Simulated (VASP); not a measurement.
CdS, 4 atoms in the cell. The cell holds a wire with vacuum, 4 atoms: a = 11.400 Å, b = 9.300 Å, c = 4.532 Å, α = 90.00°, β = 90.00°, γ = 90.00°. 

```yaml
Program: VASP 6.6.1
Task: single point
Functional: PBE
Potentials_or_basis: VASP PAW PBE potentials, release 64 (Cd, S)
Cutoff: 520 eV
k_mesh: 1 × 1 × 14
Occupations: gaussian, width 0.05 eV
Spin: collinear spin, ferromagnetic start
Starting_moments: "[0.5, 0.5, 0.5, 0.5] μB"
Dipole_correction: no
Further_INCAR_settings: ALGO = Normal; EDIFF = 1e-07; NBANDS = 30
```

Potentials or basis: VASP PAW PBE potentials, release 64 (Cd, S).

Run with:

```console
$ cat potpaw_PBE.64/Cd/POTCAR potpaw_PBE.64/S/POTCAR > POTCAR
$ mpirun -np 1 vasp_std > vasp.out
```

Hardware: 1 thread of Intel Xeon 6975P-C, on a shared host.

How long does it take, and how much memory?

Run time: 6.8 min on 1 thread of Intel Xeon 6975P-C (shared host), peak memory 0.73 GiB. Counts: scf iterations 25, k points 8.
